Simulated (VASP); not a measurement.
**Pb: single point with PBE**

The system is Pb, a sheet with vacuum.

```
CELL_PARAMETERS angstrom
5.38862 0.00000 0.00000
-2.69431 4.66669 0.00000
0.00000 0.00000 14.00000
ATOMIC_POSITIONS crystal
Pb 0.66667 0.33333 0.50000
Pb 0.33333 0.66667 0.50000
```

| Property | Result |
| --- | --- |
| Program | VASP 6.6.1 |
| Task | single point |
| Functional | PBE |
| Potentials or basis | VASP PAW PBE potentials, release 64 (Pb_d) |
| Cutoff | 520 eV |
| k mesh | 6 × 6 × 1 |
| Occupations | gaussian, width 0.1 eV |
| Spin | no spin polarisation |

```yaml
Band_gap_on_the_k_mesh: zero (band 14 reaches -1.59 eV, above the bottom of band 15 at -2.78 eV)
```

Levels at points of the mesh, in eV from the Fermi level:
| k point | band 11 | band 12 | band 13 | band 14 | band 15 | band 16 | band 17 | band 18 |
| --- | --- | --- | --- | --- | --- | --- | --- | --- |
| (0.00, 0.00, 0.00) | -9.73 | -5.39 | -1.05 | -0.57 | -0.57 | 2.90 | 2.90 | 3.09 |
| (0.50, 0.00, 0.00) | -8.71 | -7.52 | -1.44 | -0.02 | 0.05 | 1.18 | 4.62 | 5.00 |

Wall time 110 s on 1 thread of Intel(R) Xeon(R) Platinum 8259CL CPU @ 2.50GHz (Skylake/Cascade Lake), on a shared host, peak memory 0.41 GiB.

Caveat: spin-orbit coupling is left out, which moves the levels of the heavy elements.
